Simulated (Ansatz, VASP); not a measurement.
## Cd2Te3: VASP beside Ansatz

```
Cd Te
1.0
     5.63204    0.00000    0.00000
     0.00000    5.63204    0.00000
     0.00000    0.00000    5.63204
Cd Te
2 3
Cartesian
  2.8160 2.8160 2.8160
  0.0000 0.0000 0.0000
  2.8160 0.0000 0.0000
  0.0000 2.8160 0.0000
  0.0000 0.0000 2.8160
```

Alike in both runs: task relaxation of cell and atoms; functional PBE; k mesh 8 × 8 × 8; occupations gaussian, width 0.1 eV; no spin polarisation.

```csv
,VASP,Ansatz
version,VASP 6.6.1,Ansatz 0.2.0
potentials or method,"VASP PAW PBE potentials, release 64 (Cd, Te), cutoff 600 eV","scalar-relativistic, plane waves, PAW"
valence electrons in the cell,42,88
```

|  | VASP | Ansatz | Ansatz less VASP |
| --- | --- | --- | --- |
| gap on the k mesh at the Fermi level, each at its own relaxed structure (eV) | none | none | - |
| relaxed volume (Å³/atom) | 35.87 | 35.78 | -0.099 |
| relaxed cell length with the largest relative difference (Å) | 5.640 | 5.634 | -0.0052 |

A gap of «none» marks a metal or a gap that the smearing closes. VASP's potentials hold 42 valence electrons a cell and Ansatz's 88, so a difference there can come from the potentials and not from the codes.

Neither program's run includes spin-orbit coupling.
